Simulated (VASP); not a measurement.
## Sn2PdSe5: relaxation of cell and atoms with PBE

The system is Sn2PdSe5.

```
CELL_PARAMETERS angstrom
4.47919 0.00000 0.00000
0.00000 4.47919 0.00000
0.00000 0.00000 10.60030
ATOMIC_POSITIONS crystal
Sn 0.50000 0.50000 0.25572
Sn 0.50000 0.50000 0.74428
Pd 0.50000 0.50000 0.00000
Se 0.00000 0.50000 0.00000
Se 0.50000 0.00000 0.00000
Se 0.00000 0.50000 0.50000
Se 0.50000 0.00000 0.50000
Se 0.50000 0.50000 0.50000
```

The cell was built from a structure type or drawn by symmetry, and may not be a known phase.

```json
{"Program": "VASP 6.6.1", "Task": "relaxation of cell and atoms", "Functional": "PBE", "Potentials or basis": "VASP PAW PBE potentials, release 64 (Sn_d, Pd, Se)", "Cutoff": "500 eV", "k mesh": "3 × 3 × 1", "Occupations": "gaussian, width 0.15 eV", "Spin": "no spin polarisation", "Dipole correction": "no", "Further INCAR settings": "ALGO = Normal; EDIFF = 1e-07; IBRION = 2; EDIFFG = -0.08; NSW = 36; ISIF = 3"}
```

| Item | Value |
| --- | --- |
| Relaxed volume | 35.34 Å³/atom |
| Relaxed cell | a = 5.121 Å, b = 5.121 Å, c = 10.781 Å, α = 90.00°, β = 90.00°, γ = 90.00° |
| Space group after relaxing (to 0.1 Å) | P4/mmm (No. 123) |
| Energy gained by relaxing | 616.8 meV/atom |
| Ionic steps | 9 |
| Pressure after relaxing | 0.0 GPa |
| Largest force after relaxing | 0.032 eV/Å |
| Band gap on the k mesh | zero (bands 34 and 35 overlap by 0.15 eV) |

Forces in eV/Å, atoms in the order of the input:
```
Sn   0.000  0.000  0.032
Sn   0.000  0.000 -0.032
Pd   0.000  0.000  0.000
Se   0.000  0.000  0.000
Se   0.000  0.000  0.000
Se   0.000  0.000  0.000
Se   0.000  0.000  0.000
Se   0.000  0.000  0.000
```

Stress tensor (GPa, compression positive):
```
-0.03  0.00  0.00
 0.00 -0.03  0.00
 0.00  0.00  0.15
```

Step by step:
| step | energy change (eV) | largest force (eV/Å) | pressure (GPa) | volume (Å³) |
| --- | --- | --- | --- | --- |
| 1 | 0.0000 | 1.9794 | 22.65 | 212.68 |
| 2 | -3.4719 | 0.9918 | -5.10 | 348.62 |
| 3 | -4.6191 | 1.3372 | -0.58 | 286.24 |
| 4 | -4.6197 | 1.3269 | -0.80 | 287.91 |
| 5 | -4.8349 | 0.9817 | -0.33 | 283.66 |
| 6 | -4.8980 | 0.3596 | 0.37 | 279.81 |
| 7 | -4.8993 | 0.4665 | 0.26 | 280.33 |
| 8 | -4.9317 | 0.1056 | 0.08 | 282.03 |
| 9 | -4.9347 | 0.0319 | 0.03 | 282.73 |

Final structure:
```
CELL_PARAMETERS angstrom
5.12116 0.00000 0.00000
0.00000 5.12116 0.00000
0.00000 0.00000 10.78058
ATOMIC_POSITIONS crystal
Sn 0.50000 0.50000 0.23587
Sn 0.50000 0.50000 0.76413
Pd 0.50000 0.50000 0.00000
Se 0.00000 0.50000 0.00000
Se 0.50000 0.00000 0.00000
Se 0.00000 0.50000 0.50000
Se 0.50000 0.00000 0.50000
Se 0.50000 0.50000 0.50000
```

Levels at points of the mesh, in eV from the Fermi level:
| k point | band 33 | band 34 | band 35 | band 36 | band 37 | band 38 |
| --- | --- | --- | --- | --- | --- | --- |
| (0.00, 0.00, 0.00) | -0.33 | -0.08 | -0.08 | 0.47 | 0.89 | 0.89 |

It took 3.9 min on 1 thread of AMD EPYC 9R45 96-Core Processor (Zen 5), on a shared host, peak memory 0.29 GiB.

Caveat: the k points lie up to 0.58 Å⁻¹ apart in the final cell; the volume moved by over 15 % at a fixed basis, so the end points are rough; spin-orbit coupling is left out, which moves the levels of the heavy elements.
